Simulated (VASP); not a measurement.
# TiB in VASP: a series of runs

Runs on TiB. Level: LDA. Tasks: single point.

Program: VASP 6.6.1. These are calculated values, not measurements. Logs are shortened: lines on timing, memory, paths and dates and some standing lists are left out, and cuts for length are marked.

### Step 1. The cell of the first run

Symmetry: I-4m2, No. 119, tetragonal system. Conventional cell: a = 2.912 Å, b = 2.912 Å, c = 4.202 Å, α = 90.00°, β = 90.00°, γ = 90.00°. Ti (site symmetry -4m2) has 4 B at 1.80 Å within 2.4 Å. Within 2.4 Å of B (site symmetry -4m2) lie 4 Ti at 1.80 Å.

### Step 2. Single point, LDA (equal xx and yy strain of -2 %)

File INCAR:

```
PREC = Accurate
ENCUT = 520
EDIFF = 1E-7
ISMEAR = -1
SIGMA = 0.05
LREAL = False
LASPH = True
NELM = 60
ALGO = Normal
ISIF = 2
LWAVE = False
LCHARG = False
NBANDS = 14
```

File KPOINTS:

```
regular mesh
0
Gamma
  13 13 13
```

File POSCAR:

```
TiB
1.0
    0.0000000000      2.0589800000      2.1010000000
    2.0589800000      0.0000000000      2.1010000000
    2.0589800000      2.0589800000      0.0000000000
Ti B
1 1
Direct
    0.7500000000      0.7500000000      0.7500000000
    0.0000000000      0.0000000000      0.0000000000
```

Potentials or basis: VASP PAW LDA potentials, release 64 (Ti_sv, B).

On the command line:

```sh
cat potpaw_LDA.64/Ti_sv/POTCAR potpaw_LDA.64/B/POTCAR > POTCAR
mpirun -np 1 vasp_std > vasp.out
```

OUTCAR:

```text
PREC = Accurate
   ENCUT = 520
   EDIFF = 1E-7
   ISMEAR = -1
   LREAL = False
   LASPH = True
   NELM = 60
   ISIF = 2

 ion  position               nearest neighbor table
   1  0.750  0.750  0.750-   2 1.80   2 1.80   2 1.80   2 1.80
   2  0.000  0.000  0.000-   1 1.80   1 1.80   1 1.80   1 1.80

  LATTYP: Found a body centered tetragonal cell.
 ALAT       =     2.9118374407
 C/A-ratio  =     1.4430750636

  Lattice vectors:

 A1 = (  -2.0589800000,   0.0000000000,   2.1010000000)
 A2 = (   2.0589800000,   0.0000000000,   2.1010000000)
 A3 = (   0.0000000000,   2.0589800000,  -2.1010000000)

Analysis of symmetry for initial positions (statically):
=====================================================================
 Subroutine PRICEL returns:
 Original cell was already a primitive cell.

 Routine SETGRP: Setting up the symmetry group for a
 body centered tetragonal supercell.

 Subroutine GETGRP returns: Found  8 space group operations
 (whereof  8 operations were pure point group operations)
 out of a pool of 16 trial point group operations.

The static configuration has the point symmetry D_2d.

Analysis of symmetry for dynamics (positions and initial velocities):
=====================================================================
 Subroutine PRICEL returns:
 Original cell was already a primitive cell.

 Routine SETGRP: Setting up the symmetry group for a
 body centered tetragonal supercell.

 Subroutine GETGRP returns: Found  8 space group operations
 (whereof  8 operations were pure point group operations)
 out of a pool of 16 trial point group operations.

The dynamic configuration has the point symmetry D_2d.

 Subroutine INISYM returns: Found  8 space group operations
 (whereof  8 operations are pure point group operations),
 and found     1 'primitive' translations

----------------------------------------------------------------------------------------

                                     Primitive cell

  volume of cell :      17.8140

  direct lattice vectors                    reciprocal lattice vectors
     0.000000000  2.058980000  2.101000000    -0.242838687  0.242838687  0.237981913
     2.058980000  0.000000000  2.101000000     0.242838687 -0.242838687  0.237981913
     2.058980000  2.058980000  0.000000000     0.242838687  0.242838687 -0.237981913

  length of vectors
     2.941700128  2.941700128  2.911837441     0.417823703  0.417823703  0.417823703

  position of ions in fractional coordinates (direct lattice)
     0.750000000  0.750000000  0.750000000
     0.000000000  0.000000000  0.000000000

  ion indices of the primitive-cell ions
   primitive index   ion index
                 1           1
                 2           2

----------------------------------------------------------------------------------------

 KPOINTS: regular mesh

Automatic generation of k-mesh.
 Grid dimensions read from file:
 generate k-points for:   13   13   13

 Generating k-lattice:

  Cartesian coordinates                     Fractional coordinates (reciprocal lattice)
    -0.018679899  0.018679899  0.018306301     0.076923077  0.000000000  0.000000000
     0.018679899 -0.018679899  0.018306301     0.000000000  0.076923077  0.000000000
     0.018679899  0.018679899 -0.018306301    -0.000000000 -0.000000000  0.076923077

  Length of vectors
     0.032140285  0.032140285  0.032140285

  Shift w.r.t. Gamma in fractional coordinates (k-lattice)
     0.000000000  0.000000000  0.000000000

 Subroutine IBZKPT returns following result:
 ===========================================

 Found    196 irreducible k-points:

 Following reciprocal coordinates:
            Coordinates               Weight
  0.000000  0.000000  0.000000      1.000000
  0.076923  0.000000  0.000000      8.000000
  0.153846 -0.000000  0.000000      8.000000
  0.230769 -0.000000  0.000000      8.000000
  0.307692 -0.000000  0.000000      8.000000
  0.384615 -0.000000  0.000000      8.000000
[... 16 lines left out ...]
  0.384615  0.153846  0.000000      8.000000
  0.461538  0.153846  0.000000      8.000000
 [... further k-points ...]
   k-points           NKPTS =    196   k-points in BZ     NKDIM =    196   number of bands    NBANDS=     14
   number of dos      NEDOS =    301   number of ions     NIONS =      2
   total plane-waves  NPLWV =  13824
   dimension x,y,z NGX =    24 NGY =   24 NGZ =   24
   dimension x,y,z NGXF=    48 NGYF=   48 NGZF=   48
   ions per type =               1   1
   NGX,Y,Z   is equivalent  to a cutoff of  13.56, 13.56, 13.70 a.u.
   NGXF,Y,Z  is equivalent  to a cutoff of  27.13, 27.13, 27.40 a.u.
 SYSTEM =  unknown system
   PREC   = accura    normal or accurate (medium, high low for compatibility)
   ISTART =      0    job   : 0-new  1-cont  2-samecut
   ICHARG =      2    charge: 1-file 2-atom 10-const
   ISPIN  =      1    spin polarized calculation?
   LNONCOLLINEAR =      F non collinear calculations
   LSORBIT =      F    spin-orbit coupling
   LASPH  =      T    aspherical Exc in radial PAW
   ENCUT  =  520.0 eV  38.22 Ry    6.18 a.u.   5.47  5.47  5.41*2*pi/ulx,y,z
   NELM   =     60;   NELMIN=  2; NELMDL= -5     # of ELM steps
   EDIFF  = 0.1E-06   stopping-criterion for ELM
   LREAL  =      F    real-space projection
   EDIFFG = 0.1E-05   stopping-criterion for IOM
   NSW    =      0    number of steps for IOM
   IBRION =     -1    ionic relax: 0-MD 1-quasi-New 2-CG
   NFREE  =      0    steps in history (QN), initial steepest desc. (CG)
   ISIF   =      2    stress and relaxation
   ISYM   =      2    0-nonsym 1-usesym 2-fastsym
   POTIM  = 0.5000    time-step for ionic-motion
   TEBEG  =    0.0;   TEEND  =   0.0 temperature during run
   PSTRESS=    0.0 pullay stress
   NELECT =      15.0000    total number of electrons
   NUPDOWN=      -1.0000    fix difference up-down
   EMIN   =  10.00;   EMAX   =-10.00  energy-range for DOS
   EFERMI =   0.00;   METHOD = LEGACY
   ISMEAR =    -1;   SIGMA  =   0.05  broadening in eV -4-tet -1-fermi 0-gaus
   EFERMI_NEDOS =   21; number of points for ismear=-14 and -15
   IALGO  =     38    algorithm
   IMIX   =      4    mixing-type and parameters
     AMIX     =   0.40;   BMIX     =  1.00
     AMIX_MAG =   1.60;   BMIX_MAG =  1.00
  volume/ion in A,a.u.               =       8.91        60.11
  Fermi-wavevector in a.u.,A,eV,Ry     =   1.545913  2.921353 32.515857  2.389848
  Thomas-Fermi vector in A             =   2.651224
   LORBIT       =      0    0 simple, 1 ext, 2 COOP (PROOUT), +10 PAW based schemes
   GGA     = CA    functional components
   LHFCALC =     F    Hartree Fock is set to
   AEXX    =    0.0000 exact exchange contribution
   IVDW    =     0    specifies the selected vdW correction
   LEPSILON=     F    determine dielectric tensor
   LRPA    =     F    only Hartree local field effects (RPA)
 non-spin polarized calculation
  energy-cutoff  :      520.00
  volume of cell :       17.81
 maximum number of plane-waves:       505
 NGX is ok and might be reduce to    24
   NGX = 11   NGY = 11   NGZ = 11

 number of electron      14.9999998 magnetization

 Free energy of the ion-electron system (eV)
  ---------------------------------------------------
  ext. energy  EPLUGINS =         0.00000000
  ---------------------------------------------------
  free energy    TOTEN  =       -11.49266675 eV

  energy without entropy =      -11.48564637  energy(sigma->0) =      -11.48915656

 E-fermi :   9.6286     XC(G=0): -13.2084

 val. band max:        9.6276352620   @ k =  -0.0769   0.3846   0.3077
 cond. band min:       9.6287236987   @ k =  -0.1538   0.3077   0.1538
 fundamental gap:      0.0010884368
 Fermi energy:         9.6285505136

 k-point     1 :       0.0000    0.0000    0.0000
  band No.  band energies     occupation
      1     -44.4789      2.00000
      2     -20.9241      2.00000
      3     -20.9001      2.00000
      4     -20.9001      2.00000
      5       0.7297      2.00000
      6       7.5574      2.00000
      7       7.6332      2.00000
      8       7.6332      2.00000
      9      12.8344      0.00000
     10      13.0856      0.00000
     11      22.4384      0.00000
     12      22.5272      0.00000
     13      22.8693      0.00000
     14      22.8693      0.00000

 k-point     2 :       0.0769    0.0000    0.0000
  band No.  band energies     occupation
      1     -44.4708      2.00000
      2     -20.9657      2.00000
      3     -20.9220      2.00000
      4     -20.9073      2.00000
      5       0.9052      2.00000
      6       7.5372      2.00000
      7       7.6677      2.00000
      8       7.7137      2.00000
      9      12.7662      0.00000
     10      13.0056      0.00000
     11      22.2251      0.00000
     12      22.7146      0.00000
     13      22.8627      0.00000
     14      22.9139      0.00000

 k-point     3 :       0.1538   -0.0000    0.0000
  band No.  band energies     occupation
      1     -44.4482      2.00000
      2     -21.1140      2.00000
      3     -20.9478      2.00000
      4     -20.9272      2.00000
      5       1.4058      2.00000
      6       7.3874      2.00000
      7       7.8549      2.00000
      8       7.9238      2.00000
      9      12.6432      0.00000
     10      12.8453      0.00000
     11      21.3489      0.00000
     12      22.7702      0.00000
     13      22.9048      0.00000
     14      23.4449      0.00000
[... 324 lines left out ...]
 k-point    23 :       0.3846    0.1538    0.0000
  band No.  band energies     occupation
      1     -44.3566      2.00000
      2     -21.5803      2.00000
      3     -21.1035      2.00000
      4     -21.0662      2.00000
      5       3.7017      2.00000
      6       6.7876      2.00000
      7       8.3562      2.00000
      8       8.9193      2.00000
      9      12.2463      0.00000
     10      13.8635      0.00000
     11      17.3256      0.00000
     12      20.0733      0.00000
     13      21.3618      0.00000
     14      24.3399      0.00000

 k-point    24 :       0.4615    0.1538    0.0000
  band No.  band energies     occupation
      1     -44.3338      2.00000
      2     -21.7025      2.00000
      3     -21.1532      2.00000
      4     -21.0739      2.00000
      5       4.3542      2.00000
      6       6.8590      2.00000
      7       8.2787      2.00000
      8       8.9582      2.00000
      9      13.0928      0.00000
     10      14.0140      0.00000
     11      15.8698      0.00000
     12      19.6058      0.00000
     13      20.5605      0.00000
     14      23.6716      0.00000

 [... further k-points ...]
[... 5 lines left out ...]
  --------------------------------------------------------------------------------------
  -------------------------------------------------------------------------------------
  Total       13.5079112     13.5079112     14.0478714      0.0000000      0.0000000     -0.0000000
  in kB     1214.8942473   1214.8942473   1263.4579781      0.0000000      0.0000000     -0.0000000
  external PRESSURE =    1231.0821575 kB  Pullay stress =       0.0000000 kB

 VOLUME and BASIS-vectors are now :
 -----------------------------------------------------------------------------
  energy-cutoff  :      520.00
  volume of cell :       17.81
      direct lattice vectors                 reciprocal lattice vectors
     0.000000000  2.058980000  2.101000000    -0.242838687  0.242838687  0.237981913
     2.058980000  0.000000000  2.101000000     0.242838687 -0.242838687  0.237981913
     2.058980000  2.058980000  0.000000000     0.242838687  0.242838687 -0.237981913

 POSITION                                       TOTAL-FORCE (eV/Angst)
 -----------------------------------------------------------------------------------
      3.08847      3.08847      3.15150        -0.000000     -0.000000      0.000000
      0.00000      0.00000      0.00000         0.000000      0.000000      0.000000
 -----------------------------------------------------------------------------------
    total drift:                               -0.000000     -0.000000      0.000002

  FREE ENERGIE OF THE ION-ELECTRON SYSTEM (eV)
  ---------------------------------------------------
  free  energy   TOTEN  =       -11.4926667507 eV

  energy  without entropy=      -11.4856463694  energy(sigma->0) =      -11.48915656
```

Run time: 45 s. Hardware: 1 thread of Intel Xeon Platinum 8488C (Sapphire Rapids), shared host; peak memory 0.17 GiB.

What came out:

- Free energy: -11.4927 eV
- Pressure: 123.1 GPa

Stress tensor (GPa, compression positive):
```
121.49   0.00   0.00
  0.00 121.49   0.00
  0.00   0.00 126.35
```

Caveat: the cell differs from its parent crystal (equal xx and yy strain of -2 %).

### Step 3. Single point, LDA (zz strain of -1 %)

File INCAR:

```
PREC = Accurate
ENCUT = 520
EDIFF = 1E-6
ISMEAR = -1
SIGMA = 0.05
LREAL = F
LASPH = T
NELM = 80
ALGO = Normal
ISIF = 2
LWAVE = F
LCHARG = F
GGA = CA
NBANDS = 14
```

File KPOINTS:

```
Automatic mesh
0
Gamma
  13 13 13
```

File POSCAR:

```
TiB
1.0
    0.0000000000      2.1010000000      2.0799900000
    2.1010000000      0.0000000000      2.0799900000
    2.1010000000      2.1010000000      0.0000000000
Ti B
1 1
Direct
    0.7500000000      0.7500000000      0.7500000000
    0.0000000000      0.0000000000      0.0000000000
```

Potentials or basis: VASP PAW LDA potentials, release 64 (Ti_sv, B).

On the command line:

```sh
cat potpaw_LDA.64/Ti_sv/POTCAR potpaw_LDA.64/B/POTCAR > POTCAR
mpirun -np 1 vasp_std > vasp.out
```

Wall time 38 s (1 thread of Intel Xeon Platinum 8488C (Sapphire Rapids), shared host); peak memory 0.16 GiB.

The run converged. Its results:

- Free energy: -11.8890 eV
- Pressure: 109.7 GPa

Stress tensor (GPa, compression positive):
```
110.49   0.00   0.00
  0.00 110.49   0.00
  0.00   0.00 108.22
```

Levels at points of the mesh, in eV from the Fermi level:
```csv
k point,band 5,band 6,band 7,band 8,band 9,band 10,band 11,band 12
"(0.00, 0.00, 0.00)",-8.84,-1.95,-1.95,-1.91,3.21,3.33,12.51,12.80
```

Caveat: the cell differs from its parent crystal (zz strain of -1 %).

### Step 4. Single point, LDA (equal xx and yy strain of +2 %)

File INCAR:

```
SYSTEM = TiB
PREC = Accurate
ENCUT = 520
EDIFF = 1E-6
ISMEAR = -1
SIGMA = 0.05
LREAL = .FALSE.
LASPH = .TRUE.
NELM = 80
ALGO = Normal
ISIF = 2
LWAVE = .FALSE.
LCHARG = .TRUE.
LELF = .TRUE.
LVHAR = .TRUE.
NBANDS = 14
```

File KPOINTS:

```
Automatic mesh
0
G
  13 13 13
  0 0 0
```

File POSCAR:

```
TiB
1.0
    0.0000000000      2.1430200000      2.1010000000
    2.1430200000      0.0000000000      2.1010000000
    2.1430200000      2.1430200000      0.0000000000
Ti B
1 1
Direct
    0.7500000000      0.7500000000      0.7500000000
    0.0000000000      0.0000000000      0.0000000000
```

On the command line:

```sh
cat potpaw_LDA.64/Ti_sv/POTCAR potpaw_LDA.64/B/POTCAR > POTCAR
mpirun -np 1 vasp_std > vasp.out
```

Wall time 41 s (1 thread of Intel Xeon Platinum 8488C (Sapphire Rapids), shared host); peak memory 0.16 GiB.

It converged, with:

```yaml
Free_energy: -12.4725 eV
Pressure: 89.9 GPa
```

Stress tensor (GPa, compression positive):
```
91.21  0.00  0.00
 0.00 91.21  0.00
 0.00  0.00 87.31
```

Levels at points of the mesh, in eV from the Fermi level:
| k point | band 6 | band 7 | band 8 | band 9 | band 10 | band 11 |
| --- | --- | --- | --- | --- | --- | --- |
| (0.00, 0.00, 0.00) | -1.83 | -1.83 | -1.76 | 3.04 | 3.26 | 12.04 |

Caveat: the cell differs from its parent crystal (equal xx and yy strain of +2 %).

### Step 5. Single point, LDA (volume scaled by 0.94)

File INCAR:

```
PREC     = Accurate       # precision mode
ENCUT    = 520            # plane-wave cutoff, eV
EDIFF    = 1E-6           # SCF threshold, eV
ISMEAR   = -1             # smearing method
SIGMA    = 0.05           # smearing width, eV
LREAL    = False          # projectors in reciprocal space
LASPH    = True           # aspherical terms in the spheres
NELM     = 100            # most SCF steps
ALGO     = Normal         # electronic algorithm
ISIF     = 2              # what is computed and relaxed
LWAVE    = False          # write WAVECAR
LCHARG   = True           # write CHGCAR
LELF     = True           # ELF
LVHAR    = True         
NBANDS   = 14             # bands
```

File KPOINTS:

```
regular mesh
0
Gamma
  13 13 13
```

File POSCAR:

```
TiB
1.0
    0.0000000000      2.0581104144      2.0581104144
    2.0581104144      0.0000000000      2.0581104144
    2.0581104144      2.0581104144      0.0000000000
Ti B
1 1
Direct
    0.7500000000      0.7500000000      0.7500000000
    0.0000000000      0.0000000000      0.0000000000
```

On the command line:

```sh
cat potpaw_LDA.64/Ti_sv/POTCAR potpaw_LDA.64/B/POTCAR > POTCAR
mpirun -np 1 vasp_std > vasp.out
```

Wall time 13 s (1 thread of AMD EPYC 9R45 (Zen 5), shared host); peak memory 0.11 GiB.

The run converged. Its results:

```
Free energy : -11.1860 eV
Pressure    : 133.3 GPa
```

Levels at points of the mesh, in eV from the Fermi level:
| k point | band 4 | band 5 | band 6 | band 7 | band 8 | band 9 | band 10 | band 11 | band 12 | band 13 |
| --- | --- | --- | --- | --- | --- | --- | --- | --- | --- | --- |
| (0.00, 0.00, 0.00) | -30.48 | -8.93 | -2.08 | -2.08 | -2.08 | 3.39 | 3.39 | 13.02 | 13.34 | 13.34 |

### Step 6. Overview

```tsv
cell	gap on the mesh (eV)	pressure (GPa)
a = 2.942, b = 2.942, c = 2.912 Å, angles 60.3, 60.3, 59.3°, 2 atoms	none	123.1
a = 2.956, b = 2.956, c = 2.971 Å, angles 59.8, 59.8, 60.3°, 2 atoms	none	109.7
a = 3.001, b = 3.001, c = 3.031 Å, angles 59.7, 59.7, 60.7°, 2 atoms	none	89.9
a = 2.911 Å, angles 60.0°, 2 atoms	none	133.3
```

Alike in all rows: task single point; level LDA; potentials or basis VASP PAW LDA potentials, release 64 (Ti_sv, B); no spin polarisation; k mesh 13 × 13 × 13; cutoff (eV) 520; smearing fermi-dirac 0.05 eV.

Absolute energies hang on the potentials; compare differences alone.
